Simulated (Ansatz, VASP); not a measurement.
## BaPdF3: VASP beside Ansatz

```
CELL_PARAMETERS angstrom
5.31515 0.00000 0.00000
-2.65758 4.60306 0.00000
0.00000 0.00000 7.21275
ATOMIC_POSITIONS crystal
Ba 0.00000 0.00000 0.00483
Ba 0.00000 0.00000 0.50483
Pd 0.33333 0.66667 0.75480
Pd 0.66667 0.33333 0.25480
F 0.00000 0.50000 0.50479
F 0.50000 0.50000 0.50479
F 0.50000 0.00000 0.50479
F 0.00000 0.50000 0.00479
F 0.50000 0.50000 0.00479
F 0.50000 0.00000 0.00479
```

Alike in both runs: functional PBE; k mesh 6 × 6 × 4; occupations gaussian, width 0.1 eV; no spin polarisation.

Ansatz relaxed the structure, and its values are those at the end. VASP's run is a single point on that final structure, the one shown.

```csv
,VASP,Ansatz
version,VASP 6.6.1,Ansatz 0.2.0
potentials or method,"VASP PAW PBE potentials, release 64 (Ba_sv, Pd, F), cutoff 520 eV","scalar-relativistic, plane waves, PAW"
valence electrons in the cell,82,98
```

```tsv
	VASP	Ansatz	Ansatz less VASP
gap on the k mesh at the Fermi level (eV)	none	none	-
pressure (GPa)	0.9	0.1	-0.75
```

A gap of «none» marks a metal or a gap that the smearing closes. VASP's potentials hold 82 valence electrons a cell and Ansatz's 98, so a difference there can come from the potentials and not from the codes.

Neither program's run includes spin-orbit coupling.
